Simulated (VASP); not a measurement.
# Na (P6_3/mmc) in VASP: notebook

The runs below take Na through single point, relaxation of cell and atoms, with PBE.

Everything below comes from runs of VASP 6.6.1. Logs are shortened: lines on timing, memory, paths and dates and some standing lists are left out, and cuts for length are marked.

### Step 1. The cell of the first run

Symmetry: P6_3/mmc, No. 194, hexagonal system. The conventional cell has a = 3.176 Å, b = 3.176 Å, c = 5.201 Å, α = 90.00°, β = 90.00°, γ = 120.00°. Within 4.2 Å of Na (site symmetry -6m2) lie 12 Na at 3.18 Å.

This isn't the form of Na at room conditions, which is bcc.

### Step 2. Single point, PBE

Contents of INCAR:

```
SYSTEM = Na
ALGO     = Normal         ! electronic algorithm
EDIFF    = 1E-7           ! SCF threshold, eV
ENCUT    = 520            ! plane-wave cutoff, eV
GGA      = PE             ! functional
ISIF     = 2              ! what is computed and relaxed
ISMEAR   = -1             ! smearing method
LASPH    = .True.         ! aspherical terms in the spheres
LCHARG   = .False.        ! write CHGCAR
LREAL    = .False.        ! projectors in reciprocal space
LWAVE    = .False.        ! write WAVECAR
NBANDS   = 14             ! bands
NELM     = 60             ! most SCF steps
PREC     = Accurate       ! precision mode
SIGMA    = 0.08           ! smearing width, eV
```

Contents of KPOINTS:

```
k-points
0
Gamma
  14 14 8
  0 0 0
```

Contents of POSCAR:

```
Na
1.0
    3.1762550053      0.0000000000      0.0000000000
   -1.5881275026      2.7507175235      0.0000000000
    0.0000000000      0.0000000000      5.2007437766
Na
2
Direct
    0.3333333333      0.6666666667      0.2500000000
    0.6666666667      0.3333333333      0.7500000000
```

Potentials or basis: VASP PAW PBE potentials, release 64 (Na_pv).

The run is started by

```sh
$ cat potpaw_PBE.64/Na_pv/POTCAR > POTCAR
$ mpirun -np 1 vasp_std > vasp.out
```

OUTCAR:

```text
SYSTEM = Na
   EDIFF = 1E-7
   ENCUT = 520
   GGA = PE
   ISIF = 2
   ISMEAR = -1
   LASPH = .True.
   LREAL = .False.
   NELM = 60
   PREC = Accurate

 ion  position               nearest neighbor table
   1  0.333  0.667  0.250-
   2  0.667  0.333  0.750-

  LATTYP: Found a hexagonal cell.
 ALAT       =     3.1762550053
 C/A-ratio  =     1.6373823159

  Lattice vectors:

 A1 = (   3.1762550053,   0.0000000000,   0.0000000000)
 A2 = (  -1.5881275026,   2.7507175235,   0.0000000000)
 A3 = (   0.0000000000,   0.0000000000,   5.2007437766)

Analysis of symmetry for initial positions (statically):
=====================================================================
 Subroutine PRICEL returns:
 Original cell was already a primitive cell.

 Routine SETGRP: Setting up the symmetry group for a
 hexagonal supercell.

 Subroutine GETGRP returns: Found 24 space group operations
 (whereof 12 operations were pure point group operations)
 out of a pool of 24 trial point group operations.

The static configuration has the point symmetry D_3d.
 The point group associated with its full space group is D_6h.

Analysis of symmetry for dynamics (positions and initial velocities):
=====================================================================
 Subroutine PRICEL returns:
 Original cell was already a primitive cell.

 Routine SETGRP: Setting up the symmetry group for a
 hexagonal supercell.

 Subroutine GETGRP returns: Found 24 space group operations
 (whereof 12 operations were pure point group operations)
 out of a pool of 24 trial point group operations.

The dynamic configuration has the point symmetry D_3d.
 The point group associated with its full space group is D_6h.

 Subroutine INISYM returns: Found 24 space group operations
 (whereof 12 operations are pure point group operations),
 and found     1 'primitive' translations

----------------------------------------------------------------------------------------

                                     Primitive cell

  volume of cell :      45.4388

  direct lattice vectors                    reciprocal lattice vectors
     3.176255005  0.000000000  0.000000000     0.314836182  0.181770755  0.000000000
    -1.588127503  2.750717524  0.000000000     0.000000000  0.363541509  0.000000000
     0.000000000  0.000000000  5.200743777     0.000000000  0.000000000  0.192280190

  length of vectors
     3.176255005  3.176255005  5.200743777     0.363541509  0.363541509  0.192280190

  position of ions in fractional coordinates (direct lattice)
     0.333333333  0.666666667  0.250000000
     0.666666667  0.333333333  0.750000000

  ion indices of the primitive-cell ions
   primitive index   ion index
                 1           1
                 2           2

----------------------------------------------------------------------------------------

 KPOINTS: k-points

Automatic generation of k-mesh.
 Grid dimensions read from file:
 generate k-points for:   14   14    8

 Generating k-lattice:

  Cartesian coordinates                     Fractional coordinates (reciprocal lattice)
     0.022488299  0.012983625  0.000000000     0.071428571  0.000000000  0.000000000
     0.000000000  0.025967251  0.000000000     0.000000000  0.071428571  0.000000000
     0.000000000  0.000000000  0.024035024     0.000000000  0.000000000  0.125000000

  Length of vectors
     0.025967251  0.025967251  0.024035024

  Shift w.r.t. Gamma in fractional coordinates (k-lattice)
     0.000000000  0.000000000  0.000000000

 Subroutine IBZKPT returns following result:
 ===========================================

 Found    120 irreducible k-points:

 Following reciprocal coordinates:
            Coordinates               Weight
  0.000000  0.000000  0.000000      1.000000
  0.071429  0.000000  0.000000      6.000000
  0.142857  0.000000  0.000000      6.000000
  0.214286  0.000000  0.000000      6.000000
  0.285714  0.000000  0.000000      6.000000
  0.357143  0.000000  0.000000      6.000000
[... 16 lines left out ...]
  0.285714  0.285714  0.000000      6.000000
  0.357143  0.285714  0.000000      6.000000
 [... further k-points ...]
   k-points           NKPTS =    120   k-points in BZ     NKDIM =    120   number of bands    NBANDS=     14
   number of dos      NEDOS =    301   number of ions     NIONS =      2
   total plane-waves  NPLWV =  23040
   dimension x,y,z NGX =    24 NGY =   24 NGZ =   40
   dimension x,y,z NGXF=    48 NGYF=   48 NGZF=   80
   ions per type =               2
   NGX,Y,Z   is equivalent  to a cutoff of  12.56, 12.56, 12.79 a.u.
   NGXF,Y,Z  is equivalent  to a cutoff of  25.12, 25.12, 25.57 a.u.
 SYSTEM =  Na
   PREC   = accura    normal or accurate (medium, high low for compatibility)
   ISTART =      0    job   : 0-new  1-cont  2-samecut
   ICHARG =      2    charge: 1-file 2-atom 10-const
   ISPIN  =      1    spin polarized calculation?
   LNONCOLLINEAR =      F non collinear calculations
   LSORBIT =      F    spin-orbit coupling
   LASPH  =      T    aspherical Exc in radial PAW
   ENCUT  =  520.0 eV  38.22 Ry    6.18 a.u.   5.91  5.91  9.67*2*pi/ulx,y,z
   NELM   =     60;   NELMIN=  2; NELMDL= -5     # of ELM steps
   EDIFF  = 0.1E-06   stopping-criterion for ELM
   LREAL  =      F    real-space projection
   EDIFFG = 0.1E-05   stopping-criterion for IOM
   NSW    =      0    number of steps for IOM
   IBRION =     -1    ionic relax: 0-MD 1-quasi-New 2-CG
   NFREE  =      0    steps in history (QN), initial steepest desc. (CG)
   ISIF   =      2    stress and relaxation
   ISYM   =      2    0-nonsym 1-usesym 2-fastsym
   POTIM  = 0.5000    time-step for ionic-motion
   TEBEG  =    0.0;   TEEND  =   0.0 temperature during run
   PSTRESS=    0.0 pullay stress
   NELECT =      14.0000    total number of electrons
   NUPDOWN=      -1.0000    fix difference up-down
   EMIN   =  10.00;   EMAX   =-10.00  energy-range for DOS
   EFERMI =   0.00;   METHOD = LEGACY
   ISMEAR =    -1;   SIGMA  =   0.08  broadening in eV -4-tet -1-fermi 0-gaus
   EFERMI_NEDOS =   21; number of points for ismear=-14 and -15
   IALGO  =     38    algorithm
   IMIX   =      4    mixing-type and parameters
     AMIX     =   0.40;   BMIX     =  1.00
     AMIX_MAG =   1.60;   BMIX_MAG =  1.00
  volume/ion in A,a.u.               =      22.72       153.32
  Fermi-wavevector in a.u.,A,eV,Ry     =   1.105712  2.089492 16.634461  1.222598
  Thomas-Fermi vector in A             =   2.242203
   LORBIT       =      0    0 simple, 1 ext, 2 COOP (PROOUT), +10 PAW based schemes
   GGA     = PE    functional components
[... 5 lines left out ...]
 non-spin polarized calculation
  energy-cutoff  :      520.00
  volume of cell :       45.44
 maximum number of plane-waves:      1244
 NGX is ok and might be reduce to    24
   NGX = 11   NGY = 11   NGZ = 19

 number of electron      14.0000028 magnetization

 Free energy of the ion-electron system (eV)
  ---------------------------------------------------
  ext. energy  EPLUGINS =         0.00000000
  ---------------------------------------------------
  free energy    TOTEN  =        -2.06215937 eV

  energy without entropy =       -2.04724644  energy(sigma->0) =       -2.05470290

 E-fermi :   2.2112     XC(G=0):  -7.9396

 val. band max:        2.1419114004   @ k =   0.2143   0.0714   0.2500
 cond. band min:       2.2253339901   @ k =   0.2857   0.2143   0.3750
 fundamental gap:      0.0834225897
 Fermi energy:         2.2111551138

 k-point     1 :       0.0000    0.0000    0.0000
  band No.  band energies     occupation
      1     -22.7138      2.00000
      2     -22.5557      2.00000
      3     -22.5557      2.00000
      4     -22.5339      2.00000
      5     -22.5338      2.00000
      6     -22.5338      2.00000
      7      -2.2745      2.00000
      8       2.8250      0.00093
      9       3.6920      0.00000
     10      15.2313      0.00000
     11      15.2313      0.00000
     12      15.7508      0.00000
     13      16.3274      0.00000
     14      16.3274      0.00000

 k-point     2 :       0.0714    0.0000    0.0000
  band No.  band energies     occupation
      1     -22.7106      2.00000
      2     -22.5625      2.00000
      3     -22.5578      2.00000
      4     -22.5409      2.00000
      5     -22.5349      2.00000
      6     -22.5348      2.00000
      7      -2.1664      2.00000
      8       2.9093      0.00032
      9       3.7933      0.00000
     10      13.5205      0.00000
     11      14.7285      0.00000
     12      15.3180      0.00000
     13      16.7384      0.00000
     14      16.8940      0.00000

 k-point     3 :       0.1429    0.0000    0.0000
  band No.  band energies     occupation
      1     -22.7015      2.00000
      2     -22.5817      2.00000
      3     -22.5636      2.00000
      4     -22.5605      2.00000
      5     -22.5379      2.00000
      6     -22.5376      2.00000
      7      -1.8445      2.00000
      8       3.1632      0.00001
      9       4.0908      0.00000
     10      11.4571      0.00000
     11      13.9999      0.00000
     12      14.0117      0.00000
     13      15.7089      0.00000
     14      17.0392      0.00000
[... 324 lines left out ...]
 k-point    23 :       0.2857    0.2857    0.0000
  band No.  band energies     occupation
      1     -22.6704      2.00000
      2     -22.6499      2.00000
      3     -22.6260      2.00000
      4     -22.6158      2.00000
      5     -22.6001      2.00000
      6     -22.5836      2.00000
      7       2.5209      0.04080
      8       4.9185      0.00000
      9       5.1864      0.00000
     10       6.9721      0.00000
     11       8.7914      0.00000
     12       9.4334      0.00000
     13       9.6848      0.00000
     14      11.8988      0.00000

 k-point    24 :       0.3571    0.2857    0.0000
  band No.  band energies     occupation
      1     -22.6697      2.00000
      2     -22.6417      2.00000
      3     -22.6380      2.00000
      4     -22.6073      2.00000
      5     -22.6061      2.00000
      6     -22.5919      2.00000
      7       3.4722      0.00000
      8       3.9709      0.00000
      9       5.0193      0.00000
     10       7.8975      0.00000
     11       8.4173      0.00000
     12       9.0863      0.00000
     13       9.4951      0.00000
     14      11.6985      0.00000

 [... further k-points ...]

------------------------ aborting loop because EDIFF is reached ----------------------------------------

  FORCE on cell =-STRESS in cart. coord.  units (eV):
  Direction    XX          YY          ZZ          XY          YZ          ZX
  --------------------------------------------------------------------------------------
  -------------------------------------------------------------------------------------
  Total        2.6721625      2.6721625      2.6724559      0.0000000      0.0000000      0.0000000
  in kB       94.2207659     94.2207659     94.2311111      0.0000000      0.0000000      0.0000000
  external PRESSURE =      94.2242143 kB  Pullay stress =       0.0000000 kB

 VOLUME and BASIS-vectors are now :
 -----------------------------------------------------------------------------
  energy-cutoff  :      520.00
  volume of cell :       45.44
      direct lattice vectors                 reciprocal lattice vectors
     3.176255005  0.000000000  0.000000000     0.314836182  0.181770755  0.000000000
    -1.588127503  2.750717524  0.000000000     0.000000000  0.363541509  0.000000000
     0.000000000  0.000000000  5.200743777     0.000000000  0.000000000  0.192280190

 POSITION                                       TOTAL-FORCE (eV/Angst)
 -----------------------------------------------------------------------------------
     -0.00000      1.83381      1.30019         0.000000     -0.000000      0.000000
      1.58813      0.91691      3.90056        -0.000000      0.000000      0.000000
 -----------------------------------------------------------------------------------
    total drift:                               -0.000000      0.000000     -0.000000

  FREE ENERGIE OF THE ION-ELECTRON SYSTEM (eV)
  ---------------------------------------------------
  free  energy   TOTEN  =        -2.0621593694 eV

  energy  without entropy=       -2.0472464387  energy(sigma->0) =       -2.05470290
```

It took 58 s on 1 thread of Intel Xeon 8259CL, shared host; peak memory 0.19 GiB.

What came out:

| Property | Result |
| --- | --- |
| Free energy | -2.0622 eV |
| Pressure | 9.4 GPa |
| Band gap on the k mesh | zero (bands 7 and 8 overlap by 5.40 eV) |

Levels at points of the mesh, in eV from the Fermi level:
| k point | band 3 | band 4 | band 5 | band 6 | band 7 | band 8 | band 9 | band 10 | band 11 | band 12 |
| --- | --- | --- | --- | --- | --- | --- | --- | --- | --- | --- |
| (0.00, 0.00, 0.00) | -24.77 | -24.75 | -24.74 | -24.74 | -4.49 | 0.61 | 1.48 | 13.02 | 13.02 | 13.54 |
| (0.50, 0.00, 0.00) | -24.84 | -24.81 | -24.78 | -24.77 | 0.24 | 0.64 | 4.58 | 5.21 | 6.00 | 6.18 |
| (0.00, 0.00, 0.50) | -24.76 | -24.76 | -24.76 | -24.76 | -3.04 | -3.04 | 7.30 | 7.30 | 13.68 | 13.68 |
| (0.50, 0.00, 0.50) | -24.79 | -24.79 | -24.79 | -24.79 | 1.34 | 1.34 | 2.18 | 2.18 | 9.69 | 9.69 |

Caveat: the cell stands under pressure.

### Step 3. Relaxation of cell and atoms, PBE, target pressure 9.4 GPa, at which the enthalpy is minimised

Contents of INCAR:

```
SYSTEM = Na
  PREC = Accurate
  ENCUT = 600
  EDIFF = 1E-6
  ISMEAR = -1
  SIGMA = 0.08
  LREAL = .False.
  LASPH = .True.
  NELM = 80
  ALGO = Normal
  ISIF = 3
  LWAVE = .False.
  LCHARG = .False.
  GGA = PE
  IBRION = 2
  NSW = 60
  EDIFFG = -0.005
  PSTRESS = 94.0
```

Contents of KPOINTS:

```
Automatic mesh
0
Gamma
  14 14 8
  0 0 0
```

Contents of POSCAR:

```
Na
1.0
    3.1865902673      0.0000000000      0.0000000000
   -1.5932951336      2.7596681229      0.0000000000
    0.0000000000      0.0000000000      5.1622762330
Na
2
Direct
    0.3333333333      0.6666666667      0.2500000000
    0.6666666667      0.3333333333      0.7500000000
```

Potentials or basis: VASP PAW PBE potentials, release 64 (Na_pv).

The run is started by

```sh
$ cat potpaw_PBE.64/Na_pv/POTCAR > POTCAR
$ mpirun -np 1 vasp_std > vasp.out
```

Wall time 6.5 min (1 thread of Intel Xeon 8259CL, shared host); peak memory 0.21 GiB.

Results (log left out):

```
Free energy                                                : -2.0614 eV
Relaxed volume                                             : 22.71 Å³/atom
Relaxed cell                                               : a = 3.176 Å, b = 3.176 Å, c = 5.201 Å, α = 90.00°, β = 90.00°, γ = 120.00°
Space group after relaxing (to 0.1 Å)                      : P6_3/mmc (No. 194)
Energy change on relaxing (the run minimises the enthalpy) : -1.0 meV/atom
Ionic steps                                                : 11
Pressure after relaxing                                    : 9.4 GPa
Band gap on the k mesh                                     : zero (bands 7 and 8 overlap by 5.40 eV)
```

The path:
| step | energy change (eV) | largest force (eV/Å) | pressure (GPa) | volume (Å³) |
| --- | --- | --- | --- | --- |
| 1 | 0.0000 | 0.0000 | 9.34 | 45.40 |
| 2 | 0.0033 | 0.0000 | 9.50 | 45.34 |
| 3 | 0.0052 | 0.0000 | 9.51 | 45.31 |
| 4 | 0.0091 | 0.0000 | 9.58 | 45.24 |
| 5 | 0.0083 | 0.0000 | 9.55 | 45.25 |
| 6 | 0.0059 | 0.0000 | 9.56 | 45.29 |
| 7 | 0.0015 | 0.0000 | 9.51 | 45.37 |
| 8 | 0.0040 | 0.0000 | 9.49 | 45.32 |
| 9 | 0.0044 | 0.0000 | 9.52 | 45.32 |
| 10 | 0.0012 | 0.0000 | 9.46 | 45.37 |
| 11 | -0.0020 | 0.0000 | 9.42 | 45.43 |

Final structure:
```
CELL_PARAMETERS angstrom
3.17572 0.00000 0.00000
-1.58786 2.75025 0.00000
0.00000 0.00000 5.20109
ATOMIC_POSITIONS crystal
Na 0.33333 0.66667 0.25000
Na 0.66667 0.33333 0.75000
```

Levels at points of the mesh, in eV from the Fermi level:
| k point | band 3 | band 4 | band 5 | band 6 | band 7 | band 8 | band 9 | band 10 | band 11 |
| --- | --- | --- | --- | --- | --- | --- | --- | --- | --- |
| (0.00, 0.00, 0.00) | -24.77 | -24.75 | -24.75 | -24.75 | -4.49 | 0.61 | 1.48 | 13.02 | 13.02 |
| (0.50, 0.00, 0.00) | -24.84 | -24.81 | -24.78 | -24.77 | 0.24 | 0.64 | 4.58 | 5.21 | 6.00 |
| (0.00, 0.00, 0.50) | -24.76 | -24.76 | -24.76 | -24.76 | -3.04 | -3.04 | 7.30 | 7.30 | 13.68 |
| (0.50, 0.00, 0.50) | -24.79 | -24.79 | -24.79 | -24.79 | 1.34 | 1.34 | 2.18 | 2.18 | 9.69 |

Caveat: the cell is relaxed towards a set pressure, so the run minimises the enthalpy, not the energy.

The gap in the log of VASP goes by the Fermi energy; the results here count the filled bands.